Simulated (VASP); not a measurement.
# Zr (P6_3/mmc) in VASP: a series of runs, part 2 of 2

VASP 6.6.1.

## 3. Single point, PBEsol

This run uses another cell than the first one, of 22.82 Å³/atom, 1.021 times its volume.

File INCAR:

```
SYSTEM = Zr
PREC = Accurate ; ENCUT = 520
EDIFF = 1E-6 ; ISMEAR = -1
SIGMA = 0.05 ; LREAL = .FALSE.
LASPH = .TRUE. ; NELM = 80
ALGO = Normal ; ISIF = 2
LWAVE = .FALSE. ; LCHARG = .FALSE.
GGA = PS ; NBANDS = 19
```

File KPOINTS:

```
Automatic mesh
0
G
  12 12 7
  0 0 0
```

File POSCAR:

```
Zr
1.0
    3.1996800000      0.0000000000      0.0000000000
   -1.5998400000      2.7710041590      0.0000000000
    0.0000000000      0.0000000000      5.1470000000
Zr
2
Direct
    0.3333333333      0.6666666667      0.2500000000
    0.6666666667      0.3333333333      0.7500000000
```

Potentials or basis: VASP PAW PBE potentials, release 64 (Zr_sv).

Launch:

```console
$ cat potpaw_PBE.64/Zr_sv/POTCAR > POTCAR
$ mpirun -np 1 vasp_std > vasp.out
```

OUTCAR:

```text
SYSTEM = Zr
   PREC = Accurate
   ENCUT = 520
   EDIFF = 1E-6
   ISMEAR = -1
   LREAL = .FALSE.
   LASPH = .TRUE.
   NELM = 80
   ISIF = 2
   GGA = PS

 ion  position               nearest neighbor table
   1  0.333  0.667  0.250-   2 3.17   2 3.17   2 3.17   2 3.17   2 3.17   2 3.17
   2  0.667  0.333  0.750-   1 3.17   1 3.17   1 3.17   1 3.17   1 3.17   1 3.17

  LATTYP: Found a hexagonal cell.
 ALAT       =     3.1996800000
 C/A-ratio  =     1.6085983598

  Lattice vectors:

 A1 = (   3.1996800000,   0.0000000000,   0.0000000000)
 A2 = (  -1.5998400000,   2.7710041590,   0.0000000000)
 A3 = (   0.0000000000,   0.0000000000,   5.1470000000)

Analysis of symmetry for initial positions (statically):
=====================================================================
 Subroutine PRICEL returns:
 Original cell was already a primitive cell.

 Routine SETGRP: Setting up the symmetry group for a
 hexagonal supercell.

 Subroutine GETGRP returns: Found 24 space group operations
 (whereof 12 operations were pure point group operations)
 out of a pool of 24 trial point group operations.

The static configuration has the point symmetry D_3d.
 The point group associated with its full space group is D_6h.

Analysis of symmetry for dynamics (positions and initial velocities):
=====================================================================
 Subroutine PRICEL returns:
 Original cell was already a primitive cell.

 Routine SETGRP: Setting up the symmetry group for a
 hexagonal supercell.

 Subroutine GETGRP returns: Found 24 space group operations
 (whereof 12 operations were pure point group operations)
 out of a pool of 24 trial point group operations.

The dynamic configuration has the point symmetry D_3d.
 The point group associated with its full space group is D_6h.

 Subroutine INISYM returns: Found 24 space group operations
 (whereof 12 operations are pure point group operations),
[... 111 lines left out ...]
   ISMEAR =    -1;   SIGMA  =   0.05  broadening in eV -4-tet -1-fermi 0-gaus
   EFERMI_NEDOS =   21; number of points for ismear=-14 and -15
   IALGO  =     38    algorithm
   IMIX   =      4    mixing-type and parameters
     AMIX     =   0.40;   BMIX     =  1.00
     AMIX_MAG =   1.60;   BMIX_MAG =  1.00
  volume/ion in A,a.u.               =      22.82       153.98
  Fermi-wavevector in a.u.,A,eV,Ry     =   1.321435  2.497151 23.758379  1.746192
  Thomas-Fermi vector in A             =   2.451189
   LORBIT       =      0    0 simple, 1 ext, 2 COOP (PROOUT), +10 PAW based schemes
   GGA     = PS    functional components
   LHFCALC =     F    Hartree Fock is set to
   AEXX    =    0.0000 exact exchange contribution
   IVDW    =     0    specifies the selected vdW correction
   LEPSILON=     F    determine dielectric tensor
   LRPA    =     F    only Hartree local field effects (RPA)
 non-spin polarized calculation
  energy-cutoff  :      520.00
  volume of cell :       45.63
 maximum number of plane-waves:      1254
 NGX is ok and might be reduce to    24
   NGX = 11   NGY = 11   NGZ = 19

 number of electron      24.0000000 magnetization

 Free energy of the ion-electron system (eV)
  ---------------------------------------------------
  ext. energy  EPLUGINS =         0.00000000
  ---------------------------------------------------
  free energy    TOTEN  =       -18.16495513 eV

  energy without entropy =      -18.14607803  energy(sigma->0) =      -18.15551658

 E-fermi :   9.0890     XC(G=0): -11.2946

 val. band max:        9.0868306430   @ k =   0.1667   0.0000   0.2857
 cond. band min:       9.0968456923   @ k =   0.3333   0.3333   0.4286
 fundamental gap:      0.0100150494
 Fermi energy:         9.0889652251

 k-point     1 :       0.0000    0.0000    0.0000
  band No.  band energies     occupation
      1     -39.6047      2.00000
      2     -39.4412      2.00000
      3     -18.1842      2.00000
      4     -17.2497      2.00000
      5     -17.2497      2.00000
      6     -17.1200      2.00000
[... 505 lines left out ...]
      6     -17.4126      2.00000
[... 11 lines left out ...]
     18      12.9658      0.00000
     19      14.2835      0.00000

 [... further k-points ...]

------------------------ aborting loop because EDIFF is reached ----------------------------------------

  FORCE on cell =-STRESS in cart. coord.  units (eV):
  Direction    XX          YY          ZZ          XY          YZ          ZX
  --------------------------------------------------------------------------------------
  -------------------------------------------------------------------------------------
  Total       -0.3957599     -0.3957599     -0.4263038      0.0000000     -0.0000000      0.0000000
  in kB      -13.8945484    -13.8945483    -14.9669016      0.0000000     -0.0000000      0.0000000
  external PRESSURE =     -14.2519994 kB  Pullay stress =       0.0000000 kB

 VOLUME and BASIS-vectors are now :
 -----------------------------------------------------------------------------
  energy-cutoff  :      520.00
  volume of cell :       45.63
      direct lattice vectors                 reciprocal lattice vectors
     3.199680000  0.000000000  0.000000000     0.312531253  0.180440003  0.000000000
    -1.599840000  2.771004159  0.000000000     0.000000000  0.360880007  0.000000000
     0.000000000  0.000000000  5.147000000     0.000000000  0.000000000  0.194287935

 POSITION                                       TOTAL-FORCE (eV/Angst)
 -----------------------------------------------------------------------------------
     -0.00000      1.84734      1.28675        -0.000000      0.000000      0.000000
      1.59984      0.92367      3.86025         0.000000     -0.000000      0.000000
 -----------------------------------------------------------------------------------
    total drift:                               -0.000000      0.000000     -0.000000

  FREE ENERGIE OF THE ION-ELECTRON SYSTEM (eV)
  ---------------------------------------------------
  free  energy   TOTEN  =       -18.1649551297 eV

  energy  without entropy=      -18.1460780275  energy(sigma->0) =      -18.15551658
```

OSZICAR:

```text
N       E                     dE             d eps       ncg     rms          rms(c)
DAV:   1     0.214428514412E+03    0.21443E+03   -0.13334E+04  2888   0.126E+03
DAV:   2    -0.271811982655E+01   -0.21715E+03   -0.21272E+03  3326   0.368E+02
DAV:   3    -0.185578166551E+02   -0.15840E+02   -0.15704E+02  5184   0.723E+01
DAV:   4    -0.189600564283E+02   -0.40224E+00   -0.40163E+00  3415   0.118E+01
DAV:   5    -0.189728008531E+02   -0.12744E-01   -0.12742E-01  4182   0.146E+00    0.156E+01
DAV:   6    -0.182976475681E+02    0.67515E+00   -0.10017E+00  3163   0.744E+00    0.621E+00
DAV:   7    -0.181608672809E+02    0.13678E+00   -0.64310E-01  4155   0.514E+00    0.116E+00
DAV:   8    -0.181647490407E+02   -0.38818E-02   -0.35376E-02  3761   0.150E+00    0.245E-01
DAV:   9    -0.181649742139E+02   -0.22517E-03   -0.14674E-03  3890   0.327E-01    0.244E-02
DAV:  10    -0.181649532221E+02    0.20992E-04   -0.44929E-05  4119   0.390E-02    0.219E-02
DAV:  11    -0.181649550622E+02   -0.18401E-05   -0.84472E-06  3216   0.315E-02    0.165E-03
DAV:  12    -0.181649551297E+02   -0.67497E-07   -0.23316E-07  1843   0.368E-03
   1 F= -.18164955E+02 E0= -.18155517E+02  d E =-.188771E-01
```

stdout:

```text
POSCAR found type information on POSCAR Zr
 POSCAR found :  1 types and       2 ions
 scaLAPACK will be used
 -----------------------------------------------------------------------------
|                                                                             |
|                                                                             |
|     You enforced a specific xc type in the INCAR file but a different       |
|     I HOPE YOU KNOW WHAT YOU ARE DOING!                                     |
|                                                                             |
 -----------------------------------------------------------------------------

 LDA part: xc-table for (Slater+PW92), standard interpolation
 POSCAR, INCAR and KPOINTS ok, starting setup
 FFT: planning ... GRIDC
 FFT: planning ... GRID_SOFT
 FFT: planning ... GRID
 WAVECAR not read
 entering main loop
```

Run time: 1.8 min. Hardware: 1 thread of AMD EPYC 7R13, shared host; peak memory 0.16 GiB.

What came out:

```yaml
Free_energy: -18.1650 eV
Pressure: -1.4 GPa
Band_gap_on_the_k_mesh: zero (band 12 reaches 9.97 eV, above the bottom of band 13 at 8.86 eV)
```

Stress tensor (GPa, compression positive):
```
-1.39  0.00  0.00
 0.00 -1.39  0.00
 0.00  0.00 -1.50
```

Caveat: the PAW data sets were made with another functional, which shifts forces and pressure a little.
